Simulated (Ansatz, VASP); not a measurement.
**Ge2Sb2Te5: VASP beside Ansatz**

INCAR

```
SYSTEM = Ge2Sb2Te5
  PREC = Accurate
  ENCUT = 520
  EDIFF = 1E-6
  ISMEAR = -1
  SIGMA = 0.05
  LREAL = .FALSE.
  LASPH = .TRUE.
  NELM = 60
  ALGO = Normal
  ISIF = 2
  LWAVE = .FALSE.
  LCHARG = .TRUE.
  GGA = PE
  LELF = .TRUE.
  LVHAR = .TRUE.
  NBANDS = 44
```

The input KPOINTS:

```
regular mesh
0
G
  5 5 4
  0 0 0
```

Contents of POSCAR:

```
Ge2Sb2Te5
1.0
    6.7932343753     -3.0454281585      0.0000000000
    6.7932343753      3.0454281585      0.0000000000
   -6.7851301354      0.0000000000      6.8016505079
Te Sb Ge
5 2 2
Direct
    0.5947020000      0.5947020000      0.3864330000
    0.7952880000      0.7952880000      0.1961120000
    0.0083240000      0.0083240000      0.0064350000
    0.2065190000      0.2065190000      0.8098030000
    0.3999590000      0.3999590000      0.5971180000
    0.9017080000      0.9017080000      0.5878730000
    0.1118700000      0.1118700000      0.4173520000
    0.2842870000      0.2842870000      0.1878300000
    0.4973430000      0.4973430000      0.0110440000
```

input.yaml

```yaml
crystal:
  lattice:
    - [6.7932343753, -3.0454281585, 0.0]
    - [6.7932343753, 3.0454281585, 0.0]
    - [-6.7851301354, 0.0, 6.8016505079]
  atoms:
    - { symbol: Te, position: [0.594702, 0.594702, 0.386433] }
    - { symbol: Te, position: [0.795288, 0.795288, 0.196112] }
    - { symbol: Te, position: [0.008324, 0.008324, 0.006435] }
    - { symbol: Te, position: [0.206519, 0.206519, 0.809803] }
    - { symbol: Te, position: [0.399959, 0.399959, 0.597118] }
    - { symbol: Sb, position: [0.901708, 0.901708, 0.587873] }
    - { symbol: Sb, position: [0.11187, 0.11187, 0.417352] }
    - { symbol: Ge, position: [0.284287, 0.284287, 0.18783] }
    - { symbol: Ge, position: [0.497343, 0.497343, 0.011044] }
hamiltonian:
  xc: pbe
  pseudopotentials: { kind: paw }
kpoints:
  mp_grid: { grid: [5, 5, 4] }
scf:
  occupations: { method: fermi_dirac, width: 0.05 }
output:
  forces: true
  stress: true
  eigenvalues: true
  write_density: true
  write_potential: true
  elf: true
  volumetric_format: npy
```

Alike in both runs: task single point; functional PBE; k mesh 5 × 5 × 4; occupations fermi-dirac, width 0.05 eV; no spin polarisation.

```csv
,VASP,Ansatz
version,VASP 6.6.1,Ansatz 0.2.0
potentials or method,"VASP PAW PBE potentials, release 64 (Te, Sb, Ge_d)",Ansatz PAW
plane-wave cutoff (eV),520,420
valence electrons in the cell,68,138
```

```csv
,VASP,Ansatz,Ansatz less VASP
gap on the k mesh at the Fermi level (eV),0.24,0.24,+0.003
least direct gap on the mesh (eV),0.32,0.32,+0.003
pressure (GPa),0.9,0.9,+0.01
"traceless stress, the component that is largest in VASP (GPa)",-0.34,-0.32,+0.017
rms of the force components (eV/Å),0.069,0.068,-0.0003
```

Atom by atom the forces differ by 0.005 eV/Å (rms over components). VASP's potentials hold 68 valence electrons a cell and Ansatz's 138, so a difference there can come from the potentials and not from the codes.

Spin-orbit coupling is off throughout. Noted on Ansatz's run: odd divisions of the mesh miss points on the zone boundary, where band edges often lie, so the gap on the mesh can be too wide.
